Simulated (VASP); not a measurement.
A run of VASP 6.6.1 is set up as follows.

POSCAR

```
CsMgBiO3
1.0
    3.1724904338      1.8316382059      3.8820881748
   -3.1724904338      1.8316382059      3.8820881748
    0.0000000000     -3.6632764119      3.8820881748
Bi Cs Mg O
1 1 1 3
Direct
    0.5686716817      0.5686716817      0.5686716817
    0.8994689101      0.8994689101      0.8994689101
    0.3121798160      0.3121798160      0.3121798160
    0.9797792768      0.4948473977      0.4948473977
    0.4948473977      0.4948473977      0.9797792768
    0.4948473977      0.9797792768      0.4948473977
```

INCAR.step1

```
  PREC = Accurate
  ENCUT = 520
  ISMEAR = -1
  SIGMA = 0.05
  LREAL = False
  LASPH = True
  NELM = 80
  NBANDS = 31
  GGA = PE
  ALGO = Normal
  EDIFF = 1E-4
  LWAVE = True
  LCHARG = False
```

The input INCAR.step2:

```
  PREC = Accurate
  ENCUT = 520
  EDIFF = 1E-6
  ISMEAR = -1
  SIGMA = 0.05
  LREAL = False
  LASPH = True
  NELM = 80
  ALGO = Normal
  ISIF = 2
  LWAVE = False
  LCHARG = False
  METAGGA = R2SCAN
  LMIXTAU = True
  LUSE_VDW = True
  IVDW_NL = 2
  BPARAM = 11.95
  CPARAM = 0.0093
  NBANDS = 31
  ISTART = 1
```

The input KPOINTS:

```
regular mesh
0
Gamma
  6 6 6
```

Potentials or basis: VASP PAW PBE potentials, release 64 (Bi_d, Cs_sv, Mg, O).

The run is started by

```console
$ cat potpaw_PBE.64/Bi_d/POTCAR potpaw_PBE.64/Cs_sv/POTCAR potpaw_PBE.64/Mg/POTCAR potpaw_PBE.64/O/POTCAR > POTCAR
$ cp INCAR.step1 INCAR
$ mpirun -np 1 vasp_std > vasp.out
$ cp INCAR.step2 INCAR
$ mpirun -np 1 vasp_std > vasp.out
```

Q: Estimate the largest force.

A: 0.206 eV/Å.

Q: Estimate the pressure.

A: 0.3 GPa.

Q: Estimate the band gap on the k mesh.

A: 3.20 eV (least direct gap 3.32 eV).

Forces on the atoms (eV/Å):
```
Bi   0.000  0.000 -0.206
Cs   0.000  0.000  0.007
Mg   0.000  0.000  0.019
O    0.100  0.058  0.060
O    0.000 -0.115  0.060
O   -0.100  0.058  0.060
```

Caveat: the PAW data sets were made with another functional, which shifts forces and pressure a little; spin-orbit coupling is left out, which moves the levels of the heavy elements. A k mesh can miss the band edges.
